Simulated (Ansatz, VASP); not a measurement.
# Ga in VASP and in Ansatz

File INCAR:

```
SYSTEM = Ga
ALGO     = Normal         ! electronic algorithm
EDIFF    = 1E-6           ! SCF threshold, eV
ENCUT    = 520            ! plane-wave cutoff, eV
GGA      = RE             ! functional
ISIF     = 2              ! what is computed and relaxed
ISMEAR   = -1             ! smearing method
LASPH    = .True.         ! aspherical terms in the spheres
LCHARG   = .False.        ! write CHGCAR
LREAL    = .False.        ! projectors in reciprocal space
LWAVE    = .False.        ! write WAVECAR
NBANDS   = 26             ! bands
NELM     = 80             ! most SCF steps
PREC     = Accurate       ! precision mode
SIGMA    = 0.1            ! smearing width, eV
```

File KPOINTS:

```
k-points
0
Gamma
  9 9 12
  0 0 0
```

The input POSCAR:

```
Ga
1.0
    4.6839506132      0.0000000000      0.0000000000
   -2.3419753066      4.0564202211      0.0000000000
    0.0000000000      0.0000000000      3.0072025415
Ga
3
Direct
    0.0000000000      0.0000000000      0.0000000000
    0.3333333333      0.6666666667      0.5000000000
    0.6666666667      0.3333333333      0.5000000000
```

Input for Ansatz:

```yaml
crystal:
  lattice:
    - [4.6839506132, 0.0, 0.0]
    - [-2.3419753066, 4.0564202211, 0.0]
    - [0.0, 0.0, 3.0072025415]
  atoms:
    - { symbol: Ga, position: [0.0, 0.0, 0.0] }
    - { symbol: Ga, position: [0.3333333333, 0.6666666667, 0.5] }
    - { symbol: Ga, position: [0.6666666667, 0.3333333333, 0.5] }
hamiltonian:
  xc: revpbe
  pseudopotentials:
    kind: paw
    azcp:
      Ga: "pseudopotentials/Ga.paw.azcp"
basis:
  ecutwfc: 420
  fft_grid_basis: typed
kpoints:
  mp_grid: { grid: [9, 9, 12], shift: [0, 0, 0] }
magnetization:
  spin_polarized: false
scf:
  occupations: { method: fermi_dirac, width: 0.1 }
  lower_state_search: "off"
output:
  stress: true
```

Alike in both runs: task single point; functional revPBE; k mesh 9 × 9 × 12; occupations fermi-dirac, width 0.1 eV; no spin polarisation.

```csv
,VASP,Ansatz
version,VASP 6.6.1,Ansatz 0.2.0
potentials or method,"VASP PAW PBE potentials, release 64 (Ga_d), cutoff 520 eV","plane waves (420 eV) with PAW, scalar-relativistic"
valence electrons in the cell,39,39
```

Ansatz gave:

| Property | Result |
| --- | --- |
| pressure (GPa) | 2.1 |
| traceless stress, the component that is largest in VASP (GPa) | -0.46 |

Task: What did VASP give for the same quantities?

Result: Pressure (GPa): 2.2; traceless stress, the component that is largest in VASP (GPa): -0.49.

VASP's potentials were made for PBE, not for revPBE.
